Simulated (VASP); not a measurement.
# TiC (I4mm) in VASP: single point with PBE

Aim: the single point of TiC with PBE.

Program: VASP 6.6.1. These are calculated values, not measurements. Logs are shortened: lines on timing, memory, paths and dates and some standing lists are left out, and cuts for length are marked.

**1. The cell of the first run**

The structure is tetragonal, space group I4mm (No. 107). The conventional cell has a = 3.064 Å, b = 3.064 Å, c = 4.333 Å, α = 90.00°, β = 90.00°, γ = 90.00°. Within 2.7 Å of Ti (site symmetry 4mm) lie 6 C at 2.04 to 2.29 Å. C (site symmetry 4mm) has 6 Ti at 2.04 to 2.29 Å within 2.7 Å.

**2. Single point, PBE (atoms displaced along a vibrational mode)**

Contents of INCAR:

```
PREC = Accurate
ENCUT = 520
EDIFF = 1E-6
ISMEAR = 0
SIGMA = 0.15
LREAL = F
LASPH = T
NELM = 100
ALGO = Normal
ISIF = 2
LWAVE = F
LCHARG = F
GGA = PE
NBANDS = 24
```

Contents of KPOINTS:

```
regular mesh
0
Gamma
  20 20 14
```

Contents of POSCAR:

```
TiC
1.0
    0.0000000000     -2.1664615256     -2.1664615256
    0.0000000000      2.1664615256     -2.1664615256
    4.3329230512      0.0000000000      0.0000000000
Ti C
2 2
Direct
    0.4942088878      0.5057911122      0.5000000000
    0.9942088878      1.0057911122      0.0000000000
    0.5230791082      0.4769208918      0.0000000000
    0.0230791082     -0.0230791082      0.5000000000
```

Potentials or basis: VASP PAW PBE potentials, release 64 (Ti_sv, C).

On the command line:

```
cat potpaw_PBE.64/Ti_sv/POTCAR potpaw_PBE.64/C/POTCAR > POTCAR
mpirun -np 1 vasp_std > vasp.out
```

OUTCAR:

```text
PREC = Accurate
   ENCUT = 520
   EDIFF = 1E-6
   ISMEAR = 0
   LREAL = F
   LASPH = T
   NELM = 100
   ISIF = 2
   GGA = PE

 ion  position               nearest neighbor table
   1  0.494  0.506  0.500-   4 2.04   3 2.17   4 2.17   3 2.17   4 2.17   4 2.29
   2  0.994  0.006  0.000-   3 2.04   3 2.17   4 2.17   4 2.17   3 2.17   3 2.29
   3  0.523  0.477  0.000-   2 2.04   1 2.17   2 2.17   1 2.17   2 2.17   2 2.29
   4  0.023  0.977  0.500-   1 2.04   1 2.17   2 2.17   2 2.17   1 2.17   1 2.29

  LATTYP: Found a simple tetragonal cell.
 ALAT       =     3.0638392719
 C/A-ratio  =     1.4142135624

  Lattice vectors:

 A1 = (   0.0000000000,  -2.1664615256,  -2.1664615256)
 A2 = (   0.0000000000,   2.1664615256,  -2.1664615256)
 A3 = (   4.3329230512,   0.0000000000,   0.0000000000)

Analysis of symmetry for initial positions (statically):
=====================================================================
 Subroutine PRICEL returns following result:

  LATTYP: Found a face centered cubic cell.
 ALAT       =     4.3329230512

  Lattice vectors:

 A1 = (  -2.1664615256,   0.0000000000,   2.1664615256)
 A2 = (  -2.1664615256,  -2.1664615256,   0.0000000000)
 A3 = (   0.0000000000,  -2.1664615256,   2.1664615256)

   2 primitive cells build up your supercell.

 Routine SETGRP: Setting up the symmetry group for a
 simple tetragonal supercell.

 Subroutine GETGRP returns: Found  4 space group operations
 (whereof  4 operations were pure point group operations)
 out of a pool of 16 trial point group operations.

The static configuration has the point symmetry C_2v.

Analysis of symmetry for dynamics (positions and initial velocities):
=====================================================================
 Subroutine PRICEL returns following result:

  LATTYP: Found a face centered cubic cell.
 ALAT       =     4.3329230512

  Lattice vectors:

 A1 = (  -2.1664615256,   0.0000000000,   2.1664615256)
 A2 = (  -2.1664615256,  -2.1664615256,   0.0000000000)
 A3 = (   0.0000000000,  -2.1664615256,   2.1664615256)

   2 primitive cells build up your supercell.

[... 92 lines left out ...]
   dimension x,y,z NGX =    24 NGY =   24 NGZ =   32
   dimension x,y,z NGXF=    48 NGYF=   48 NGZF=   64
   ions per type =               2   2
   NGX,Y,Z   is equivalent  to a cutoff of  13.02, 13.02, 12.28 a.u.
   NGXF,Y,Z  is equivalent  to a cutoff of  26.05, 26.05, 24.56 a.u.
 SYSTEM =  unknown system
   PREC   = accura    normal or accurate (medium, high low for compatibility)
   ISTART =      0    job   : 0-new  1-cont  2-samecut
   ICHARG =      2    charge: 1-file 2-atom 10-const
   ISPIN  =      1    spin polarized calculation?
   LNONCOLLINEAR =      F non collinear calculations
   LSORBIT =      F    spin-orbit coupling
   LASPH  =      T    aspherical Exc in radial PAW
   ENCUT  =  520.0 eV  38.22 Ry    6.18 a.u.   5.70  5.70  8.06*2*pi/ulx,y,z
   NELM   =    100;   NELMIN=  2; NELMDL= -5     # of ELM steps
   EDIFF  = 0.1E-05   stopping-criterion for ELM
   LREAL  =      F    real-space projection
[... 7 lines left out ...]
   TEBEG  =    0.0;   TEEND  =   0.0 temperature during run
   PSTRESS=    0.0 pullay stress
   NELECT =      32.0000    total number of electrons
   NUPDOWN=      -1.0000    fix difference up-down
   EMIN   =  10.00;   EMAX   =-10.00  energy-range for DOS
   EFERMI =   0.00;   METHOD = LEGACY
   ISMEAR =     0;   SIGMA  =   0.15  broadening in eV -4-tet -1-fermi 0-gaus
   EFERMI_NEDOS =   21; number of points for ismear=-14 and -15
   IALGO  =     38    algorithm
   IMIX   =      4    mixing-type and parameters
     AMIX     =   0.40;   BMIX     =  1.00
     AMIX_MAG =   1.60;   BMIX_MAG =  1.00
  volume/ion in A,a.u.               =      10.17        68.62
  Fermi-wavevector in a.u.,A,eV,Ry     =   1.511311  2.855964 31.076536  2.284061
  Thomas-Fermi vector in A             =   2.621385
   LORBIT       =      0    0 simple, 1 ext, 2 COOP (PROOUT), +10 PAW based schemes
   GGA     = PE    functional components
   LHFCALC =     F    Hartree Fock is set to
   AEXX    =    0.0000 exact exchange contribution
   IVDW    =     0    specifies the selected vdW correction
   LEPSILON=     F    determine dielectric tensor
   LRPA    =     F    only Hartree local field effects (RPA)
 non-spin polarized calculation
 Gauss-broadening in eV      SIGMA  =   0.15
  energy-cutoff  :      520.00
  volume of cell :       40.67
 maximum number of plane-waves:      1136
   NGX = 11   NGY = 11   NGZ = 17

 number of electron      32.0000005 magnetization

 Free energy of the ion-electron system (eV)
  ---------------------------------------------------
  ext. energy  EPLUGINS =         0.00000000
  ---------------------------------------------------
  free energy    TOTEN  =       -37.27947536 eV

  energy without entropy =      -37.27422279  energy(sigma->0) =      -37.27684908

 E-fermi :   9.4553     XC(G=0): -12.6842

 val. band max:        9.4551319710   @ k =  -0.0500   0.1000   0.0000
 cond. band min:       9.4728565917   @ k =   0.0500   0.0500   0.3571
 fundamental gap:      0.0177246207
 Fermi energy:         9.4553326556

 k-point     1 :       0.0000    0.0000    0.0000
  band No.  band energies     occupation
      1     -47.1886      2.00000
      2     -47.0920      2.00000
      3     -23.6519      2.00000
      4     -23.3846      2.00000
      5     -23.3813      2.00000
      6     -23.2182      2.00000
[... 637 lines left out ...]
     23      13.7251      0.00000
     24      14.6157      0.00000

 [... further k-points ...]

------------------------ aborting loop because EDIFF is reached ----------------------------------------

  FORCE on cell =-STRESS in cart. coord.  units (eV):
  Direction    XX          YY          ZZ          XY          YZ          ZX
  --------------------------------------------------------------------------------------
  -------------------------------------------------------------------------------------
  Total        0.1744750      1.2966444      0.1717407      0.0000000      0.0000000      0.0000000
  in kB        6.8727565     51.0761970      6.7650495      0.0000000      0.0000000      0.0000000
  external PRESSURE =      21.5713343 kB  Pullay stress =       0.0000000 kB

 VOLUME and BASIS-vectors are now :
 -----------------------------------------------------------------------------
  energy-cutoff  :      520.00
  volume of cell :       40.67
      direct lattice vectors                 reciprocal lattice vectors
     0.000000000 -2.166461526 -2.166461526     0.000000000 -0.230791082 -0.230791082
     0.000000000  2.166461526 -2.166461526     0.000000000  0.230791082 -0.230791082
     4.332923051  0.000000000  0.000000000     0.230791082  0.000000000  0.000000000

 POSITION                                       TOTAL-FORCE (eV/Angst)
 -----------------------------------------------------------------------------------
      2.16646      0.02509     -2.16646         0.000000     -1.129355      0.000000
      0.00000     -2.14137     -2.16646         0.000000     -1.129355      0.000000
      0.00000     -0.10000     -2.16646        -0.000000      1.129355      0.000000
      2.16646      2.06646     -2.16646         0.000000      1.129355      0.000000
 -----------------------------------------------------------------------------------
    total drift:                                0.000000     -0.000520     -0.000000

  FREE ENERGIE OF THE ION-ELECTRON SYSTEM (eV)
  ---------------------------------------------------
  free  energy   TOTEN  =       -37.2794753607 eV

  energy  without entropy=      -37.2742227924  energy(sigma->0) =      -37.27684908
```

OSZICAR:

```text
N       E                     dE             d eps       ncg     rms          rms(c)
DAV:   1     0.346670428385E+03    0.34667E+03   -0.15607E+04 42664   0.162E+03
DAV:   2    -0.734554102470E+01   -0.35402E+03   -0.33649E+03 44696   0.469E+02
DAV:   3    -0.464589655312E+02   -0.39113E+02   -0.37878E+02 69824   0.137E+02
DAV:   4    -0.484409376769E+02   -0.19820E+01   -0.19775E+01 54544   0.281E+01
DAV:   5    -0.485229411736E+02   -0.82003E-01   -0.81998E-01 61304   0.512E+00    0.261E+01
DAV:   6    -0.382936701792E+02    0.10229E+02   -0.59871E+01 51856   0.705E+01    0.932E+00
DAV:   7    -0.373352774110E+02    0.95839E+00   -0.11130E+01 51392   0.297E+01    0.721E+00
DAV:   8    -0.373347288438E+02    0.54857E-03   -0.48711E-01 53656   0.441E+00    0.598E+00
DAV:   9    -0.373310259877E+02    0.37029E-02   -0.82106E-01 53384   0.868E+00    0.187E+00
DAV:  10    -0.372790305986E+02    0.51995E-01   -0.23681E-01 53200   0.426E+00    0.402E-01
DAV:  11    -0.372799189482E+02   -0.88835E-03   -0.93925E-03 51512   0.715E-01    0.417E-01
DAV:  12    -0.372795960444E+02    0.32290E-03   -0.49604E-03 51856   0.555E-01    0.102E-01
DAV:  13    -0.372795113929E+02    0.84652E-04   -0.22532E-04 54512   0.166E-01    0.567E-02
DAV:  14    -0.372794753560E+02    0.36037E-04   -0.14242E-04 55000   0.971E-02    0.880E-03
DAV:  15    -0.372794753607E+02   -0.47103E-08   -0.57399E-06 55176   0.208E-02
   1 F= -.37279475E+02 E0= -.37276849E+02  d E =-.525257E-02
```

stdout:

```text
POSCAR found type information on POSCAR TiC
 POSCAR found :  2 types and       4 ions
 scaLAPACK will be used
 LDA part: xc-table for (Slater+PW92), standard interpolation
 POSCAR, INCAR and KPOINTS ok, starting setup
 FFT: planning ... GRIDC
 FFT: planning ... GRID_SOFT
 FFT: planning ... GRID
 WAVECAR not read
 entering main loop
```

Wall time 5.3 min (1 thread of Intel Xeon Platinum 8488C (Sapphire Rapids), shared host); peak memory 0.75 GiB.

Results:

```
Free energy            : -37.2795 eV
Pressure               : 2.2 GPa
Largest force          : 1.129 eV/Å
Band gap on the k mesh : zero (bands 16 and 17 overlap by 0.90 eV)
```

Forces in eV/Å, atoms in the order of the input:
```
Ti   0.000 -1.129  0.000
Ti   0.000 -1.129  0.000
C    0.000  1.129  0.000
C    0.000  1.129  0.000
```

Stress tensor (GPa, compression positive):
```
0.69 0.00 0.00
0.00 5.11 0.00
0.00 0.00 0.68
```

Caveat: the cell differs from its parent crystal (atoms displaced along a vibrational mode); forces of over 1 eV/Å act on the atoms, so gaps and moduli don't describe the material at rest.
